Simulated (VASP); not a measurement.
# Zr (Pm-3m) in VASP: notebook, part 2 of 2

VASP 6.6.1. Earlier steps stand in the parts before.

## Step 3: Single point, PBEsol (volume scaled by 0.92)

The input, INCAR:

```
PREC     = Accurate       # precision mode
ENCUT    = 520            # plane-wave cutoff, eV
EDIFF    = 1E-6           # SCF threshold, eV
ISMEAR   = -1             # smearing method
SIGMA    = 0.1            # smearing width, eV
LREAL    = F              # projectors in reciprocal space
LASPH    = T              # aspherical terms in the spheres
NELM     = 80             # most SCF steps
ALGO     = Normal         # electronic algorithm
ISIF     = 2              # what is computed and relaxed
LWAVE    = F              # write WAVECAR
LCHARG   = F              # write CHGCAR
GGA      = PS             # functional
NBANDS   = 12             # bands
```

The input, KPOINTS:

```
regular mesh
0
Gamma
  12 12 12
```

The input, POSCAR:

```
Zr
1.0
    2.7857694345      0.0000000000      0.0000000000
    0.0000000000      2.7857694345      0.0000000000
    0.0000000000      0.0000000000      2.7857694345
Zr
1
Direct
    0.0000000000      0.0000000000      0.0000000000
```

Potentials or basis: VASP PAW PBE potentials, release 64 (Zr_sv).

Launch:

```
$ cat potpaw_PBE.64/Zr_sv/POTCAR > POTCAR
$ mpirun -np 1 vasp_std > vasp.out
```

OUTCAR:

```text
PREC = Accurate
   ENCUT = 520
   EDIFF = 1E-6
   ISMEAR = -1
   LREAL = F
   LASPH = T
   NELM = 80
   ISIF = 2
   GGA = PS

 ion  position               nearest neighbor table
   1  0.000  0.000  0.000-

  LATTYP: Found a simple cubic cell.
 ALAT       =     2.7857694345

  Lattice vectors:

 A1 = (   2.7857694345,   0.0000000000,   0.0000000000)
 A2 = (   0.0000000000,   2.7857694345,   0.0000000000)
 A3 = (   0.0000000000,   0.0000000000,   2.7857694345)

Analysis of symmetry for initial positions (statically):
=====================================================================
 Subroutine PRICEL returns:
 Original cell was already a primitive cell.

 Routine SETGRP: Setting up the symmetry group for a
 simple cubic supercell.

 Subroutine GETGRP returns: Found 48 space group operations
 (whereof 48 operations were pure point group operations)
 out of a pool of 48 trial point group operations.

The static configuration has the point symmetry O_h .

Analysis of symmetry for dynamics (positions and initial velocities):
=====================================================================
 Subroutine PRICEL returns:
 Original cell was already a primitive cell.

 Routine SETGRP: Setting up the symmetry group for a
 simple cubic supercell.

 Subroutine GETGRP returns: Found 48 space group operations
 (whereof 48 operations were pure point group operations)
 out of a pool of 48 trial point group operations.

The dynamic configuration has the point symmetry O_h .

 Subroutine INISYM returns: Found 48 space group operations
 (whereof 48 operations are pure point group operations),
 and found     1 'primitive' translations

----------------------------------------------------------------------------------------

                                     Primitive cell

  volume of cell :      21.6190

  direct lattice vectors                    reciprocal lattice vectors
     2.785769435  0.000000000  0.000000000     0.358967252  0.000000000  0.000000000
     0.000000000  2.785769435  0.000000000     0.000000000  0.358967252  0.000000000
     0.000000000  0.000000000  2.785769435     0.000000000  0.000000000  0.358967252

  length of vectors
     2.785769435  2.785769435  2.785769435     0.358967252  0.358967252  0.358967252

  position of ions in fractional coordinates (direct lattice)
     0.000000000  0.000000000  0.000000000

  ion indices of the primitive-cell ions
   primitive index   ion index
                 1           1

----------------------------------------------------------------------------------------

 KPOINTS: regular mesh

Automatic generation of k-mesh.
 Grid dimensions read from file:
 generate k-points for:   12   12   12

 Generating k-lattice:

  Cartesian coordinates                     Fractional coordinates (reciprocal lattice)
     0.029913938  0.000000000  0.000000000     0.083333333  0.000000000  0.000000000
     0.000000000  0.029913938  0.000000000     0.000000000  0.083333333  0.000000000
     0.000000000  0.000000000  0.029913938     0.000000000  0.000000000  0.083333333

  Length of vectors
     0.029913938  0.029913938  0.029913938

  Shift w.r.t. Gamma in fractional coordinates (k-lattice)
     0.000000000  0.000000000  0.000000000

 Subroutine IBZKPT returns following result:
 ===========================================

 Found     84 irreducible k-points:

 Following reciprocal coordinates:
            Coordinates               Weight
  0.000000  0.000000  0.000000      1.000000
  0.083333  0.000000  0.000000      6.000000
  0.166667  0.000000  0.000000      6.000000
  0.250000  0.000000  0.000000      6.000000
  0.333333  0.000000  0.000000      6.000000
  0.416667  0.000000  0.000000      6.000000
[... 16 lines left out ...]
  0.333333  0.333333  0.000000     12.000000
  0.416667  0.333333  0.000000     24.000000
 [... further k-points ...]
   k-points           NKPTS =     84   k-points in BZ     NKDIM =     84   number of bands    NBANDS=     12
   number of dos      NEDOS =    301   number of ions     NIONS =      1
   total plane-waves  NPLWV =  13824
   dimension x,y,z NGX =    24 NGY =   24 NGZ =   24
   dimension x,y,z NGXF=    48 NGYF=   48 NGZF=   48
   ions per type =               1
   NGX,Y,Z   is equivalent  to a cutoff of  14.32, 14.32, 14.32 a.u.
   NGXF,Y,Z  is equivalent  to a cutoff of  28.64, 28.64, 28.64 a.u.
 SYSTEM =  unknown system
   PREC   = accura    normal or accurate (medium, high low for compatibility)
   ISTART =      0    job   : 0-new  1-cont  2-samecut
   ICHARG =      2    charge: 1-file 2-atom 10-const
   ISPIN  =      1    spin polarized calculation?
   LNONCOLLINEAR =      F non collinear calculations
   LSORBIT =      F    spin-orbit coupling
   LASPH  =      T    aspherical Exc in radial PAW
   ENCUT  =  520.0 eV  38.22 Ry    6.18 a.u.   5.18  5.18  5.18*2*pi/ulx,y,z
   NELM   =     80;   NELMIN=  2; NELMDL= -5     # of ELM steps
   EDIFF  = 0.1E-05   stopping-criterion for ELM
   LREAL  =      F    real-space projection
   EDIFFG = 0.1E-04   stopping-criterion for IOM
   NSW    =      0    number of steps for IOM
   IBRION =     -1    ionic relax: 0-MD 1-quasi-New 2-CG
   NFREE  =      0    steps in history (QN), initial steepest desc. (CG)
   ISIF   =      2    stress and relaxation
   ISYM   =      2    0-nonsym 1-usesym 2-fastsym
   POTIM  = 0.5000    time-step for ionic-motion
   TEBEG  =    0.0;   TEEND  =   0.0 temperature during run
   PSTRESS=    0.0 pullay stress
   NELECT =      12.0000    total number of electrons
   NUPDOWN=      -1.0000    fix difference up-down
   EMIN   =  10.00;   EMAX   =-10.00  energy-range for DOS
   EFERMI =   0.00;   METHOD = LEGACY
   ISMEAR =    -1;   SIGMA  =   0.10  broadening in eV -4-tet -1-fermi 0-gaus
   EFERMI_NEDOS =   21; number of points for ismear=-14 and -15
   IALGO  =     38    algorithm
   IMIX   =      4    mixing-type and parameters
     AMIX     =   0.40;   BMIX     =  1.00
     AMIX_MAG =   1.60;   BMIX_MAG =  1.00
  volume/ion in A,a.u.               =      21.62       145.89
  Fermi-wavevector in a.u.,A,eV,Ry     =   1.345416  2.542468 24.628525  1.810146
  Thomas-Fermi vector in A             =   2.473331
   LORBIT       =      0    0 simple, 1 ext, 2 COOP (PROOUT), +10 PAW based schemes
   GGA     = PS    functional components
   LHFCALC =     F    Hartree Fock is set to
   AEXX    =    0.0000 exact exchange contribution
   IVDW    =     0    specifies the selected vdW correction
   LEPSILON=     F    determine dielectric tensor
   LRPA    =     F    only Hartree local field effects (RPA)
 non-spin polarized calculation
  energy-cutoff  :      520.00
  volume of cell :       21.62
 maximum number of plane-waves:       624
 NGX is ok and might be reduce to    24
   NGX = 11   NGY = 11   NGZ = 11

 number of electron      12.0000001 magnetization

 Free energy of the ion-electron system (eV)
  ---------------------------------------------------
  ext. energy  EPLUGINS =         0.00000000
  ---------------------------------------------------
  free energy    TOTEN  =        -8.17942963 eV

  energy without entropy =       -8.12521065  energy(sigma->0) =       -8.15232014

 E-fermi :   9.3716     XC(G=0): -11.4497

 val. band max:        9.3651521727   @ k =   0.4167   0.4167   0.2500
 cond. band min:       9.3840268761   @ k =   0.3333   0.3333   0.2500
 fundamental gap:      0.0188747033
 Fermi energy:         9.3715888184

 k-point     1 :       0.0000    0.0000    0.0000
  band No.  band energies     occupation
      1     -39.0796      2.00000
      2     -16.2504      2.00000
      3     -16.2504      2.00000
      4     -16.2504      2.00000
      5       4.1261      2.00000
      6       7.3137      2.00000
      7       7.3137      2.00000
      8      15.8007      0.00000
      9      15.8007      0.00000
     10      15.8007      0.00000
     11      23.2792      0.00000
     12      23.2792      0.00000

 k-point     2 :       0.0833    0.0000    0.0000
  band No.  band energies     occupation
      1     -39.0644      2.00000
      2     -16.3808      2.00000
      3     -16.2394      2.00000
      4     -16.2394      2.00000
      5       4.3265      2.00000
      6       7.3714      2.00000
      7       7.5471      2.00000
      8      15.4169      0.00000
      9      15.4169      0.00000
     10      15.8260      0.00000
     11      22.4159      0.00000
     12      23.7436      0.00000
[... 316 lines left out ...]
 k-point    24 :       0.4167    0.3333    0.0000
  band No.  band energies     occupation
      1     -38.6953      2.00000
      2     -17.6946      2.00000
      3     -17.3609      2.00000
      4     -15.9765      2.00000
      5       6.5531      2.00000
      6       8.6376      1.99870
      7      12.6854      0.00000
      8      12.8590      0.00000
      9      13.5178      0.00000
     10      14.0101      0.00000
     11      19.1527      0.00000
     12      23.3960      0.00000

 [... further k-points ...]
[... 5 lines left out ...]
  --------------------------------------------------------------------------------------
  -------------------------------------------------------------------------------------
  Total        1.0016297      1.0016297      1.0016297      0.0000000     -0.0000000      0.0000000
  in kB       74.2304825     74.2304825     74.2304825      0.0000000     -0.0000000      0.0000000
  external PRESSURE =      74.2304825 kB  Pullay stress =       0.0000000 kB

 VOLUME and BASIS-vectors are now :
 -----------------------------------------------------------------------------
  energy-cutoff  :      520.00
  volume of cell :       21.62
      direct lattice vectors                 reciprocal lattice vectors
     2.785769435  0.000000000  0.000000000     0.358967252  0.000000000  0.000000000
     0.000000000  2.785769435  0.000000000     0.000000000  0.358967252  0.000000000
     0.000000000  0.000000000  2.785769435     0.000000000  0.000000000  0.358967252

 POSITION                                       TOTAL-FORCE (eV/Angst)
 -----------------------------------------------------------------------------------
      0.00000      0.00000      0.00000         0.000000      0.000000      0.000000
 -----------------------------------------------------------------------------------
    total drift:                                0.000000     -0.000000     -0.000000

  FREE ENERGIE OF THE ION-ELECTRON SYSTEM (eV)
  ---------------------------------------------------
  free  energy   TOTEN  =        -8.1794296293 eV

  energy  without entropy=       -8.1252106470  energy(sigma->0) =       -8.15232014
```

Run time: 30 s. Hardware: 1 thread of AMD EPYC 7R13, shared host; peak memory 0.12 GiB.

Results:

```
Free energy            : -8.1794 eV
Pressure               : 7.4 GPa
Band gap on the k mesh : zero (band 6 reaches 10.47 eV, above the bottom of band 7 at 7.31 eV)
```

Caveat: the PAW data sets were made with another functional, which shifts forces and pressure a little.
